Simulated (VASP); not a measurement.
# BN (P1) in VASP: single point with PBEsol

Aim: the single point of BN with PBEsol.

All numbers are computed with VASP 6.6.1; they aren't measurements. Logs are shortened: lines on timing, memory, paths and dates and some standing lists are left out, and cuts for length are marked.

## (1) The cell of the first run

The typed cell holds 2 atoms: a = 2.508 Å, b = 2.508 Å, c = 3.274 Å, α = 101.11°, β = 101.11°, γ = 119.81°.

## (2) Single point, PBEsol

Input file INCAR:

```
PREC = Accurate
ENCUT = 600
EDIFF = 1E-6
ISMEAR = 1
SIGMA = 0.05
LREAL = F
LASPH = T
NELM = 120
ALGO = Normal
ISIF = 2
LWAVE = F
LCHARG = F
GGA = PS
NBANDS = 11
GGA_COMPAT = F
```

Input file KPOINTS:

```
Automatic mesh
0
Gamma
  6 6 4
```

Input file POSCAR:

```
BN
1.0
    2.5080410000      0.0000000000      0.0000000000
   -1.2467110000      2.1762310000      0.0000000000
   -0.6306650000     -1.0881160000      3.0225400000
B N
1 1
Direct
    0.9796430000      0.9834990000      0.0018060000
    0.6685060000      0.3323850000      0.9849990000
```

Potentials or basis: VASP PAW PBE potentials, release 64 (B, N).

On the command line:

```sh
$ cat potpaw_PBE.64/B/POTCAR potpaw_PBE.64/N/POTCAR > POTCAR
$ mpirun -np 1 vasp_std > vasp.out
```

OUTCAR:

```text
PREC = Accurate
   ENCUT = 600
   EDIFF = 1E-6
   ISMEAR = 1
   LREAL = F
   LASPH = T
   NELM = 120
   ISIF = 2
   GGA = PS

 ion  position               nearest neighbor table
   1  0.980  0.983  0.002-   2 1.40   2 1.43   2 1.52
   2  0.669  0.332  0.985-   1 1.40   1 1.43   1 1.52

  LATTYP: Found a face centered orthorhombic cell.
 ALAT       =     2.5153398844
 B/A-ratio  =     1.7253462546
 C/A-ratio  =     2.4032855509

  Lattice vectors:

 A1 = (  -1.8773760000,   1.0881150000,   3.0225400000)
 A2 = (   0.6306650000,   1.0881150000,   3.0225400000)
 A3 = (  -1.2467110000,   2.1762310000,   0.0000000000)

Analysis of symmetry for initial positions (statically):
=====================================================================
 Subroutine PRICEL returns:
 Original cell was already a primitive cell.

 Routine SETGRP: Setting up the symmetry group for a
 face centered orthorhombic supercell.

 Subroutine GETGRP returns: Found  1 space group operations
 (whereof  1 operations were pure point group operations)
 out of a pool of  8 trial point group operations.

The static configuration has the point symmetry C_1 .

Analysis of symmetry for dynamics (positions and initial velocities):
=====================================================================
 Subroutine PRICEL returns:
 Original cell was already a primitive cell.

 Routine SETGRP: Setting up the symmetry group for a
 face centered orthorhombic supercell.

 Subroutine GETGRP returns: Found  1 space group operations
 (whereof  1 operations were pure point group operations)
 out of a pool of  8 trial point group operations.

The dynamic configuration has the point symmetry C_1 .

 Subroutine INISYM returns: Found  1 space group operations
 (whereof  1 operations are pure point group operations),
 and found     1 'primitive' translations

----------------------------------------------------------------------------------------

                                     Primitive cell

  volume of cell :      16.4973

  direct lattice vectors                    reciprocal lattice vectors
     2.508041000  0.000000000  0.000000000     0.398717565  0.228415813  0.165423820
    -1.246711000  2.176231000  0.000000000     0.000000000  0.459510043  0.165423859
    -0.630665000 -1.088116000  3.022540000     0.000000000  0.000000000  0.330847565

  length of vectors
     2.508041000  2.508041005  3.273756684     0.488379484  0.488379496  0.330847565

[... 103 lines left out ...]
   LREAL  =      F    real-space projection
   EDIFFG = 0.1E-04   stopping-criterion for IOM
   NSW    =      0    number of steps for IOM
   IBRION =     -1    ionic relax: 0-MD 1-quasi-New 2-CG
   NFREE  =      0    steps in history (QN), initial steepest desc. (CG)
   ISIF   =      2    stress and relaxation
   ISYM   =      2    0-nonsym 1-usesym 2-fastsym
   POTIM  = 0.5000    time-step for ionic-motion
   TEBEG  =    0.0;   TEEND  =   0.0 temperature during run
   PSTRESS=    0.0 pullay stress
   NELECT =       8.0000    total number of electrons
   NUPDOWN=      -1.0000    fix difference up-down
   EMIN   =  10.00;   EMAX   =-10.00  energy-range for DOS
   EFERMI =   0.00;   METHOD = LEGACY
   ISMEAR =     1;   SIGMA  =   0.05  broadening in eV -4-tet -1-fermi 0-gaus
   EFERMI_NEDOS =   21; number of points for ismear=-14 and -15
   IALGO  =     38    algorithm
   IMIX   =      4    mixing-type and parameters
     AMIX     =   0.40;   BMIX     =  1.00
     AMIX_MAG =   1.60;   BMIX_MAG =  1.00
  volume/ion in A,a.u.               =       8.25        55.66
  Fermi-wavevector in a.u.,A,eV,Ry     =   1.286178  2.430523 22.507475  1.654253
  Thomas-Fermi vector in A             =   2.418268
   LORBIT       =      0    0 simple, 1 ext, 2 COOP (PROOUT), +10 PAW based schemes
   GGA     = PS    functional components
   LHFCALC =     F    Hartree Fock is set to
   AEXX    =    0.0000 exact exchange contribution
   IVDW    =     0    specifies the selected vdW correction
   LEPSILON=     F    determine dielectric tensor
   LRPA    =     F    only Hartree local field effects (RPA)
 non-spin polarized calculation
 Methfessel and Paxton  Order N= 1 SIGMA  =   0.05
  energy-cutoff  :      600.00
  volume of cell :       16.50
 maximum number of plane-waves:       563
   NGX =  9   NGY =  9   NGZ = 13

 number of electron       8.0000000 magnetization

 Free energy of the ion-electron system (eV)
  ---------------------------------------------------
  ext. energy  EPLUGINS =         0.00000000
  ---------------------------------------------------
  free energy    TOTEN  =       -18.14006829 eV

  energy without entropy =      -18.14008842  energy(sigma->0) =      -18.14007500

 E-fermi :   3.2285     XC(G=0): -10.9171

 val. band max:        3.1864056466   @ k =   0.5000   0.5000   0.0000
 cond. band min:       6.0421376890   @ k =   0.5000   0.5000   0.5000
 fundamental gap:      2.8557320424
 Fermi energy:         3.2284997272

 k-point     1 :       0.0000    0.0000    0.0000
  band No.  band energies     occupation
      1     -14.9142      2.00000
      2      -0.4767      2.00000
      3       0.8867      2.00000
      4       2.5031      2.00000
      5       8.6147      0.00000
      6      13.4815      0.00000
      7      15.5685      0.00000
      8      16.1999      0.00000
      9      18.1598      0.00000
     10      28.3954      0.00000
     11      30.3674      0.00000
[... 309 lines left out ...]
 k-point    24 :       0.5000   -0.0000    0.2500
  band No.  band energies     occupation
      1     -11.4590      2.00000
      2      -5.7542      2.00000
      3      -1.5175      2.00000
      4       1.5687      2.00000
      5       8.5760      0.00000
      6      12.4370      0.00000
      7      16.5460      0.00000
      8      19.7379      0.00000
      9      24.3951      0.00000
     10      25.0758      0.00000
     11      26.6601      0.00000

 [... further k-points ...]
[... 5 lines left out ...]
  --------------------------------------------------------------------------------------
  -------------------------------------------------------------------------------------
  Total       -0.6324348      0.6522686      0.5054430     -0.5362838      0.1198238      0.0556384
  in kB      -61.4206832     63.3469012     49.0875183    -52.0827120     11.6370232      5.4034827
  external PRESSURE =      17.0045788 kB  Pullay stress =       0.0000000 kB

 VOLUME and BASIS-vectors are now :
 -----------------------------------------------------------------------------
  energy-cutoff  :      600.00
  volume of cell :       16.50
      direct lattice vectors                 reciprocal lattice vectors
     2.508041000  0.000000000  0.000000000     0.398717565  0.228415813  0.165423820
    -1.246711000  2.176231000  0.000000000     0.000000000  0.459510043  0.165423859
    -0.630665000 -1.088116000  3.022540000     0.000000000  0.000000000  0.330847565

 POSITION                                       TOTAL-FORCE (eV/Angst)
 -----------------------------------------------------------------------------------
      1.22971      2.13836      0.00546         1.668208      2.095513     -0.584146
      0.64105     -0.34845      2.97720        -1.668208     -2.095513      0.584146
 -----------------------------------------------------------------------------------
    total drift:                               -0.000242     -0.000061     -0.000151

  FREE ENERGIE OF THE ION-ELECTRON SYSTEM (eV)
  ---------------------------------------------------
  free  energy   TOTEN  =       -18.1400682929 eV

  energy  without entropy=      -18.1400884248  energy(sigma->0) =      -18.14007500
```

Run time: 8.4 s. Hardware: 1 thread of Intel Xeon Platinum 8488C (Sapphire Rapids), shared host; peak memory 0.13 GiB.

What came out:

```
Free energy            : -18.1401 eV
Pressure               : 1.7 GPa
Largest force          : 2.741 eV/Å
Band gap on the k mesh : 2.86 eV, indirect (least direct gap 4.44 eV)
```

Forces in eV/Å, atoms in the order of the input:
```
B    1.668  2.096 -0.584
N   -1.668 -2.096  0.584
```

Stress tensor (GPa, compression positive):
```
-6.14 -5.21  0.54
-5.21  6.33  1.16
 0.54  1.16  4.91
```

Caveat: the k points lie up to 0.52 Å⁻¹ apart; the PAW data sets were made with another functional, which shifts forces and pressure a little.
